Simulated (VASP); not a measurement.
SnO: single point with r2SCAN

Crystal: SnO.

```
Sn O
1.0
     3.83656    0.00000    0.00000
     0.00000    3.83656    0.00000
     0.00000    0.00000    4.75945
Sn O
2 2
Direct
  0.50000 0.00000 0.24347
  0.00000 0.50000 0.75653
  0.00000 0.00000 0.00000
  0.50000 0.50000 0.00000
```

```yaml
Program: VASP 6.6.1
Task: single point
Functional: r2SCAN
Potentials_or_basis: VASP PAW PBE potentials, release 64 (Sn_d, O)
Cutoff: 520 eV
k_mesh: 12 × 12 × 10
Occupations: gaussian, width 0.1 eV
Spin: no spin polarisation
```

| Item | Value |
| --- | --- |
| Pressure | -1.5 GPa |
| Largest force | 0.386 eV/Å |
| Band gap on the k mesh | 0.11 eV, indirect (least direct gap 2.19 eV) |

Forces on the atoms (eV/Å):
```
Sn   0.000  0.000 -0.386
Sn   0.000  0.000  0.386
O    0.000  0.000  0.000
O    0.000  0.000  0.000
```

Stress tensor (GPa, compression positive):
```
-1.78  0.00  0.00
 0.00 -1.78  0.00
 0.00  0.00 -0.82
```

Levels at points of the mesh, in eV from the valence-band top:
```tsv
k point	band 18	band 19	band 20	band 21	band 22	band 23
(0.00, 0.00, 0.00)	-3.41	-3.41	0.00	2.48	4.70	4.70
(0.50, 0.00, 0.00)	-5.07	-2.92	-2.92	3.59	3.59	6.07
(0.50, 0.50, 0.00)	-2.75	-2.07	-2.07	0.11	0.11	4.86
(0.00, 0.00, 0.50)	-3.43	-2.94	-2.37	2.01	2.97	2.97
(0.50, 0.00, 0.50)	-5.02	-1.92	-1.92	2.93	2.93	5.53
(0.50, 0.50, 0.50)	-2.95	-2.75	-2.75	2.46	2.46	4.59
```

Run time: 23 min on 1 thread of Oxide Virtual Turin-like Processor (shared host), peak memory 0.34 GiB.

Caveat: the PAW data sets were made with another functional, which shifts forces and pressure a little; spin-orbit coupling is left out, which moves the levels of the heavy elements. A k mesh can miss the band edges.
